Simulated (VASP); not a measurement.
# Sn (Fddd) in VASP: single point with PBEsol

Aim: the single point of Sn with PBEsol.

Program: VASP 6.6.1. These are calculated values, not measurements. Logs are shortened: lines on timing, memory, paths and dates and some standing lists are left out, and cuts for length are marked.

## (1) The cell of the first run

The structure is orthorhombic, space group Fddd (No. 70). Conventional cell: a = 6.361 Å, b = 6.491 Å, c = 6.621 Å, α = 90.00°, β = 90.00°, γ = 90.00°. Sn (site symmetry 222) has 4 Sn at 2.81 Å within 3.7 Å.

## (2) Single point, PBEsol (strain -0.0200 x Voigt [1, -1, 0, 0, 0, 0])

INCAR

```
  PREC = Accurate
  ENCUT = 520
  EDIFF = 1E-7
  ISMEAR = 0
  SIGMA = 0.15
  LREAL = False
  LASPH = True
  NELM = 80
  ALGO = Fast
  ISIF = 2
  LWAVE = False
  LCHARG = False
  GGA = PS
  NBANDS = 21
```

KPOINTS

```
regular mesh
0
Gamma
  12 12 12
```

POSCAR

```
Sn
1.0
    0.0000000000      3.3105120000      3.2456000000
    3.1806880000      0.0000000000      3.2456000000
    3.1806880000      3.3105120000      0.0000000000
Sn
2
Direct
    0.5000000000      0.5000000000      0.5000000000
    0.7500000000      0.7500000000      0.7500000000
```

Potentials or basis: VASP PAW PBE potentials, release 64 (Sn_d).

The run is started by

```console
cat potpaw_PBE.64/Sn_d/POTCAR > POTCAR
mpirun -np 1 vasp_std > vasp.out
```

OUTCAR:

```text
PREC = Accurate
   ENCUT = 520
   EDIFF = 1E-7
   ISMEAR = 0
   LREAL = False
   LASPH = True
   NELM = 80
   ISIF = 2
   GGA = PS

 ion  position               nearest neighbor table
   1  0.500  0.500  0.500-   2 2.81   2 2.81   2 2.81   2 2.81
   2  0.750  0.750  0.750-   1 2.81   1 2.81   1 2.81   1 2.81

  LATTYP: Found a face centered orthorhombic cell.
 ALAT       =     6.3613760000
 B/A-ratio  =     1.0204081633
 C/A-ratio  =     1.0408163265

  Lattice vectors:

 A1 = (   0.0000000000,   3.3105120000,  -3.2456000000)
 A2 = (   3.1806880000,   3.3105120000,   0.0000000000)
 A3 = (   3.1806880000,   0.0000000000,  -3.2456000000)

Analysis of symmetry for initial positions (statically):
=====================================================================
 Subroutine PRICEL returns:
 Original cell was already a primitive cell.

 Routine SETGRP: Setting up the symmetry group for a
 face centered orthorhombic supercell.

 Subroutine GETGRP returns: Found  8 space group operations
 (whereof  4 operations were pure point group operations)
 out of a pool of  8 trial point group operations.

The static configuration has the point symmetry D_2 .
 The point group associated with its full space group is D_2h.

Analysis of symmetry for dynamics (positions and initial velocities):
=====================================================================
 Subroutine PRICEL returns:
 Original cell was already a primitive cell.

 Routine SETGRP: Setting up the symmetry group for a
 face centered orthorhombic supercell.

 Subroutine GETGRP returns: Found  8 space group operations
 (whereof  4 operations were pure point group operations)
 out of a pool of  8 trial point group operations.

The dynamic configuration has the point symmetry D_2 .
 The point group associated with its full space group is D_2h.

 Subroutine INISYM returns: Found  8 space group operations
 (whereof  4 operations are pure point group operations),
 and found     1 'primitive' translations

----------------------------------------------------------------------------------------

                                     Primitive cell

  volume of cell :      68.3504

  direct lattice vectors                    reciprocal lattice vectors
     0.000000000  3.310512000  3.245600000    -0.157198694  0.151034039  0.154054720
     3.180688000  0.000000000  3.245600000     0.157198694 -0.151034039  0.154054720
     3.180688000  3.310512000  0.000000000     0.157198694  0.151034039 -0.154054720

  length of vectors
     4.636098474  4.544303633  4.590889441     0.266937385  0.266937385  0.266937385

  position of ions in fractional coordinates (direct lattice)
     0.500000000  0.500000000  0.500000000
     0.750000000  0.750000000  0.750000000

  ion indices of the primitive-cell ions
   primitive index   ion index
                 1           1
                 2           2

----------------------------------------------------------------------------------------

 KPOINTS: regular mesh

Automatic generation of k-mesh.
 Grid dimensions read from file:
 generate k-points for:   12   12   12

 Generating k-lattice:

  Cartesian coordinates                     Fractional coordinates (reciprocal lattice)
    -0.013099891  0.012586170  0.012837893     0.083333333  0.000000000  0.000000000
     0.013099891 -0.012586170  0.012837893    -0.000000000  0.083333333 -0.000000000
     0.013099891  0.012586170 -0.012837893     0.000000000  0.000000000  0.083333333

  Length of vectors
     0.022244782  0.022244782  0.022244782

  Shift w.r.t. Gamma in fractional coordinates (k-lattice)
     0.000000000  0.000000000  0.000000000

 Subroutine IBZKPT returns following result:
 ===========================================

 Found    280 irreducible k-points:

 Following reciprocal coordinates:
            Coordinates               Weight
  0.000000  0.000000  0.000000      1.000000
  0.083333  0.000000  0.000000      8.000000
  0.166667  0.000000  0.000000      8.000000
  0.250000  0.000000 -0.000000      8.000000
  0.333333  0.000000  0.000000      8.000000
  0.416667  0.000000  0.000000      8.000000
[... 16 lines left out ...]
  0.500000  0.166667  0.000000      8.000000
 -0.416667  0.166667 -0.000000      8.000000
 [... further k-points ...]
   k-points           NKPTS =    280   k-points in BZ     NKDIM =    280   number of bands    NBANDS=     21
   number of dos      NEDOS =    301   number of ions     NIONS =      2
   total plane-waves  NPLWV =  46656
   dimension x,y,z NGX =    36 NGY =   36 NGZ =   36
   dimension x,y,z NGXF=    72 NGYF=   72 NGZF=   72
   ions per type =               2
   NGX,Y,Z   is equivalent  to a cutoff of  12.91, 13.17, 13.04 a.u.
   NGXF,Y,Z  is equivalent  to a cutoff of  25.82, 26.34, 26.07 a.u.
 SYSTEM =  unknown system
   PREC   = accura    normal or accurate (medium, high low for compatibility)
   ISTART =      0    job   : 0-new  1-cont  2-samecut
   ICHARG =      2    charge: 1-file 2-atom 10-const
   ISPIN  =      1    spin polarized calculation?
   LNONCOLLINEAR =      F non collinear calculations
   LSORBIT =      F    spin-orbit coupling
   LASPH  =      T    aspherical Exc in radial PAW
   ENCUT  =  520.0 eV  38.22 Ry    6.18 a.u.   8.62  8.45  8.54*2*pi/ulx,y,z
   NELM   =     80;   NELMIN=  2; NELMDL= -5     # of ELM steps
   EDIFF  = 0.1E-06   stopping-criterion for ELM
   LREAL  =      F    real-space projection
   EDIFFG = 0.1E-05   stopping-criterion for IOM
   NSW    =      0    number of steps for IOM
   IBRION =     -1    ionic relax: 0-MD 1-quasi-New 2-CG
   NFREE  =      0    steps in history (QN), initial steepest desc. (CG)
   ISIF   =      2    stress and relaxation
   ISYM   =      2    0-nonsym 1-usesym 2-fastsym
   POTIM  = 0.5000    time-step for ionic-motion
   TEBEG  =    0.0;   TEEND  =   0.0 temperature during run
   PSTRESS=    0.0 pullay stress
   NELECT =      28.0000    total number of electrons
   NUPDOWN=      -1.0000    fix difference up-down
   EMIN   =  10.00;   EMAX   =-10.00  energy-range for DOS
   EFERMI =   0.00;   METHOD = LEGACY
   ISMEAR =     0;   SIGMA  =   0.15  broadening in eV -4-tet -1-fermi 0-gaus
   EFERMI_NEDOS =   21; number of points for ismear=-14 and -15
   IALGO  =     68    algorithm
   IMIX   =      4    mixing-type and parameters
     AMIX     =   0.40;   BMIX     =  1.00
     AMIX_MAG =   1.60;   BMIX_MAG =  1.00
  volume/ion in A,a.u.               =      34.18       230.63
  Fermi-wavevector in a.u.,A,eV,Ry     =   1.215851  2.297626 20.113413  1.478294
  Thomas-Fermi vector in A             =   2.351225
   LORBIT       =      0    0 simple, 1 ext, 2 COOP (PROOUT), +10 PAW based schemes
   GGA     = PS    functional components
   LHFCALC =     F    Hartree Fock is set to
   AEXX    =    0.0000 exact exchange contribution
   IVDW    =     0    specifies the selected vdW correction
   LEPSILON=     F    determine dielectric tensor
   LRPA    =     F    only Hartree local field effects (RPA)
 non-spin polarized calculation
 RMM-DIIS sequential band-by-band and
 Gauss-broadening in eV      SIGMA  =   0.15
  energy-cutoff  :      520.00
  volume of cell :       68.35
 maximum number of plane-waves:      1866
   NGX = 17   NGY = 17   NGZ = 17

 number of electron      27.9999995 magnetization

 Free energy of the ion-electron system (eV)
  ---------------------------------------------------
  ext. energy  EPLUGINS =         0.00000000
  ---------------------------------------------------
  free energy    TOTEN  =        -8.45650481 eV

  energy without entropy =       -8.45457273  energy(sigma->0) =       -8.45553877

 E-fermi :   5.4916     XC(G=0):  -9.0661

 val. band max:        5.4515422097   @ k =   0.4167   0.0000   0.0000
 cond. band min:       5.5016011433   @ k =  -0.0833  -0.0000   0.0833
 fundamental gap:      0.0500589336
 Fermi energy:         5.4915954965

 k-point     1 :       0.0000    0.0000    0.0000
  band No.  band energies     occupation
      1     -16.1219      2.00000
      2     -16.1134      2.00000
      3     -16.1059      2.00000
      4     -16.0560      2.00000
      5     -16.0507      2.00000
      6     -15.7547      2.00000
[... 13 lines left out ...]
     20      13.1588      0.00000
     21      13.4043      0.00000

 k-point     2 :       0.0833    0.0000    0.0000
  band No.  band energies     occupation
      1     -16.1253      2.00000
      2     -16.1167      2.00000
      3     -16.1089      2.00000
      4     -16.0478      2.00000
      5     -16.0433      2.00000
      6     -15.7625      2.00000
[... 13 lines left out ...]
     20      12.5828      0.00000
     21      12.9689      0.00000

 k-point     3 :       0.1667    0.0000    0.0000
  band No.  band energies     occupation
      1     -16.1351      2.00000
      2     -16.1255      2.00000
      3     -16.1072      2.00000
      4     -16.0310      2.00000
      5     -16.0277      2.00000
      6     -15.7777      2.00000
[... 13 lines left out ...]
     20      12.2160      0.00000
     21      12.4939      0.00000

 k-point     4 :       0.2500    0.0000   -0.0000
  band No.  band energies     occupation
      1     -16.1450      2.00000
      2     -16.1338      2.00000
      3     -16.1013      2.00000
      4     -16.0143      2.00000
      5     -16.0119      2.00000
      6     -15.7921      2.00000
[... 13 lines left out ...]
     20      12.2880      0.00000
     21      12.4203      0.00000

 k-point     5 :       0.3333    0.0000    0.0000
  band No.  band energies     occupation
      1     -16.1521      2.00000
      2     -16.1392      2.00000
      3     -16.0947      2.00000
      4     -16.0018      2.00000
      5     -16.0000      2.00000
      6     -15.8023      2.00000
[... 13 lines left out ...]
     20      12.7822      0.00000
     21      12.8260      0.00000
[... 382 lines left out ...]
     20      13.0861      0.00000
     21      13.8185      0.00000

 k-point    22 :       0.4167    0.1667    0.0000
  band No.  band energies     occupation
      1     -16.1687      2.00000
      2     -16.1484      2.00000
      3     -16.0774      2.00000
      4     -15.9868      2.00000
      5     -15.9581      2.00000
      6     -15.8636      2.00000
[... 13 lines left out ...]
     20      13.7084      0.00000
     21      14.4021      0.00000

 k-point    23 :       0.5000    0.1667    0.0000
  band No.  band energies     occupation
      1     -16.1743      2.00000
      2     -16.1537      2.00000
      3     -16.0622      2.00000
      4     -15.9743      2.00000
      5     -15.9617      2.00000
      6     -15.8560      2.00000
[... 13 lines left out ...]
     20      13.9831      0.00000
     21      14.4974      0.00000

 k-point    24 :      -0.4167    0.1667   -0.0000
  band No.  band energies     occupation
      1     -16.1746      2.00000
      2     -16.1570      2.00000
      3     -16.0548      2.00000
      4     -15.9762      2.00000
      5     -15.9634      2.00000
      6     -15.8440      2.00000
[... 13 lines left out ...]
     20      13.3314      0.00000
     21      13.4977      0.00000

 [... further k-points ...]
[... 5 lines left out ...]
  --------------------------------------------------------------------------------------
  -------------------------------------------------------------------------------------
  Total        0.6484956      0.1361985      0.4147662      0.0000000      0.0000000      0.0000000
  in kB       15.2011470      3.1925790      9.7223827      0.0000000      0.0000000      0.0000000
  external PRESSURE =       9.3720362 kB  Pullay stress =       0.0000000 kB

 VOLUME and BASIS-vectors are now :
 -----------------------------------------------------------------------------
  energy-cutoff  :      520.00
  volume of cell :       68.35
      direct lattice vectors                 reciprocal lattice vectors
     0.000000000  3.310512000  3.245600000    -0.157198694  0.151034039  0.154054720
     3.180688000  0.000000000  3.245600000     0.157198694 -0.151034039  0.154054720
     3.180688000  3.310512000  0.000000000     0.157198694  0.151034039 -0.154054720

 POSITION                                       TOTAL-FORCE (eV/Angst)
 -----------------------------------------------------------------------------------
      3.18069      3.31051      3.24560        -0.000000      0.000000      0.000000
      4.77103      4.96577      4.86840         0.000000     -0.000000     -0.000000
 -----------------------------------------------------------------------------------
    total drift:                                0.000000      0.000000      0.000000

  FREE ENERGIE OF THE ION-ELECTRON SYSTEM (eV)
  ---------------------------------------------------
  free  energy   TOTEN  =        -8.4565048124 eV

  energy  without entropy=       -8.4545727252  energy(sigma->0) =       -8.45553877
```

Wall time 6.5 min (1 thread of Intel Xeon Platinum 8259CL at 2.50GHz (Skylake/Cascade Lake), shared host); peak memory 0.44 GiB.

What came out:

```yaml
Free_energy: -8.4565 eV
Pressure: 0.9 GPa
Band_gap_on_the_k_mesh: zero (band 14 reaches 5.58 eV, above the bottom of band 15 at 5.41 eV)
```

Caveat: the cell differs from its parent crystal (strain -0.0200 x Voigt [1, -1, 0, 0, 0, 0]); the PAW data sets were made with another functional, which shifts forces and pressure a little; spin-orbit coupling is left out, which moves the levels of the heavy elements.
